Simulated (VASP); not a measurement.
Input of a VASP 6.6.1 run:

The input INCAR:

```
SYSTEM = Cu12CO
PREC     = Accurate       ! precision mode
ENCUT    = 520            ! plane-wave cutoff, eV
EDIFF    = 1E-6           ! SCF threshold, eV
ISMEAR   = 0              ! smearing method
SIGMA    = 0.1            ! smearing width, eV
LREAL    = .False.        ! projectors in reciprocal space
LASPH    = .True.         ! aspherical terms in the spheres
NELM     = 80             ! most SCF steps
ALGO     = Normal         ! electronic algorithm
ISIF     = 2              ! what is computed and relaxed
LWAVE    = .False.        ! write WAVECAR
LCHARG   = .False.        ! write CHGCAR
LDIPOL   = .True.       
IDIPOL   = 3            
DIPOL    = 0.5 0.5 0.465
GGA      = PE             ! functional
NBANDS   = 84             ! bands
```

File KPOINTS:

```
regular mesh
0
Gamma
  6 8 1
  0 0 0
```

POSCAR

```
Cu12CO
1.0
    5.1332392119      0.0000000000      0.0000000000
    0.0000000000      3.6297482562      0.0000000000
    0.0000000000      0.0000000000     26.5665490148
Cu C O
12 1 1
Direct
    0.2500000000      0.5000000000      0.3199512287
    0.7500000000      0.5000000000      0.3199512287
    0.5000000000      0.0000000000      0.3682567050
    0.0000000000      0.0000000000      0.3682567050
    0.7500000000      0.5000000000      0.4165621812
    0.2500000000      0.5000000000      0.4165621812
    0.0016720367      0.0000000000      0.4639028059
    0.4983279633      0.0000000000      0.4639028059
    0.2500000000      0.5000000000      0.5161420901
    0.7500000000      0.5000000000      0.5127545096
    0.5045803406      0.0000000000      0.5584841018
   -0.0045803406      0.0000000000      0.5584841018
    0.2500000000      0.5000000000      0.5909108404
    0.2500000000      0.5000000000      0.6354802419
```

Potentials or basis: VASP PAW PBE potentials, release 64 (Cu, C, O).

Launch:

```sh
$ cat potpaw_PBE.64/Cu/POTCAR potpaw_PBE.64/C/POTCAR potpaw_PBE.64/O/POTCAR > POTCAR
$ mpirun -np 1 vasp_std > vasp.out
```

**Question.** Estimate the largest force.

**Answer.** 0.659 eV/Å.

**Question.** Predict the band gap on the k mesh.

**Answer.** Zero (bands 71 and 72 overlap by 0.47 eV).

Forces on the atoms (eV/Å):
```
Cu   0.000  0.000  0.350
Cu   0.000  0.000  0.343
Cu   0.038  0.000 -0.442
Cu  -0.038  0.000 -0.442
Cu   0.000  0.000 -0.077
Cu   0.000  0.000  0.202
Cu   0.005  0.000  0.010
Cu  -0.005  0.000  0.010
Cu   0.000  0.000 -0.032
Cu   0.000  0.000 -0.002
Cu   0.002  0.000  0.015
Cu  -0.002  0.000  0.015
C    0.000  0.000 -0.610
O    0.000  0.000  0.659
```

With open d or f shells a metallic result of PBE can be an artefact of self-interaction; +U or a hybrid may open a gap.
